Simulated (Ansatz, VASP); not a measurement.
# Ge: VASP beside Ansatz

Contents of POSCAR:

```
Ge
1.0
    1.3971490000     -2.6005160000      0.0000000000
    1.3971490000      2.6005160000      0.0000000000
    0.0000000000      0.0000000000      2.6982310000
Ge
1
Direct
    0.5000000000      0.5000000000      0.0000000000
```

File INCAR.step1:

```
ALGO     = Normal         # electronic algorithm
EDIFF    = 1E-5           # SCF threshold, eV
ENCUT    = 520            # plane-wave cutoff, eV
GGA      = PE             # functional
ISIF     = 2              # what is computed and relaxed
ISMEAR   = -1             # smearing method
LASPH    = T              # aspherical terms in the spheres
LCHARG   = F              # write CHGCAR
LREAL    = F              # projectors in reciprocal space
LWAVE    = T              # write WAVECAR
NBANDS   = 13             # bands
NELM     = 80             # most SCF steps
PREC     = Accurate       # precision mode
SIGMA    = 0.05           # smearing width, eV
```

Contents of INCAR.step2:

```
ALGO     = Normal         # electronic algorithm
EDIFF    = 1E-6           # SCF threshold, eV
ENCUT    = 520            # plane-wave cutoff, eV
GGA      = PE             # functional
HFSCREEN = 0.2079         # screening, 1/A
ISIF     = 2              # what is computed and relaxed
ISMEAR   = -1             # smearing method
ISTART   = 1            
LASPH    = T              # aspherical terms in the spheres
LCHARG   = F              # write CHGCAR
LHFCALC  = T              # exact exchange
LREAL    = F              # projectors in reciprocal space
LWAVE    = F              # write WAVECAR
NBANDS   = 13             # bands
NELM     = 80             # most SCF steps
PREC     = Accurate       # precision mode
PRECFOCK = Normal       
SIGMA    = 0.05           # smearing width, eV
```

The input KPOINTS:

```
k-points
0
Gamma
  6 6 6
```

The input input.yaml:

```yaml
crystal:
  lattice:
    - [1.397149, -2.600516, 0.0]
    - [1.397149, 2.600516, 0.0]
    - [0.0, 0.0, 2.698231]
  atoms:
    - { symbol: Ge, position: [0.5, 0.5, 0.0] }
hamiltonian:
  xc: hse06
  pseudopotentials: { kind: paw }
kpoints:
  mp_grid: { grid: [6, 6, 6] }
scf:
  occupations: { method: fermi_dirac, width: 0.05 }
  n_extra_bands: 6
output:
  forces: true
  stress: true
  eigenvalues: true
  dos: { projected: true, de: 0.05 }
  write_density: true
  write_potential: true
  elf: true
  volumetric_format: npy
```

Alike in both runs: functional HSE06; k mesh 6 × 6 × 6; occupations fermi-dirac, width 0.05 eV; no spin polarisation.

|  | VASP | Ansatz |
| --- | --- | --- |
| version | VASP 6.6.1 | Ansatz 0.2.0 |
| potentials or method | VASP PAW PBE potentials, release 64 (Ge_d) | Ansatz PAW |
| plane-wave cutoff (eV) | 520 | 420 |
| valence electrons in the cell | 14 | 14 |
| task | single point | projected density of states |

Ansatz gave:

```
gap on the k mesh at the Fermi level (eV)                     : none
pressure (GPa)                                                : -3.1
traceless stress, the component that is largest in VASP (GPa) : 7.00
```

**Question.** Which values does VASP return?

**Answer.** gap on the k mesh at the Fermi level (eV): none; pressure (GPa): -2.8; traceless stress, the component that is largest in VASP (GPa): 6.99.

A gap of «none» marks a metal or a gap that the smearing closes.

The k mesh is coarse, so the values compare programs but aren't converged.
